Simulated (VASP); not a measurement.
The system is Ni3Ge.

```
CELL_PARAMETERS angstrom
3.34311 0.00000 0.00000
0.00000 3.34311 0.00000
0.00000 0.00000 3.34311
ATOMIC_POSITIONS crystal
Ni 0.50000 0.00000 0.50000
Ni 0.00000 0.50000 0.50000
Ni 0.50000 0.50000 0.00000
Ge 0.00000 0.00000 0.00000
```

Base run:

* Program: VASP 6.6.1
* Functional: LDA
* Potentials or basis: VASP PAW LDA potentials, release 64 (Ni, Ge_d)
* Cutoff: 520 eV
* k mesh: 12 × 12 × 12
* Occupations: gaussian, width 0.15 eV
* Spin: collinear spin, ferromagnetic start
* Starting moments: [0.875, 0.875, 0.875, 0.0] μB
* Fixed moment: 2.625 μB

Its results: pressure 51.3 GPa; site moments Ni +0.80; Ge +0.15 μB.

Problem. The run is repeated on the same cell with these changes: fixed moment from 2.625 μB to 1.875 μB; moments at the start from [0.88, 0.88, 0.88, 0.0] to [0.62, 0.62, 0.62, 0.0]. What comes out?

Solution. Pressure 47.0 GPa; site moments Ni +0.59; Ge +0.07 μB.

Caveats: the cell stands under pressure; the total moment is fixed, so each spin has its own Fermi level and the state may be an excited one.
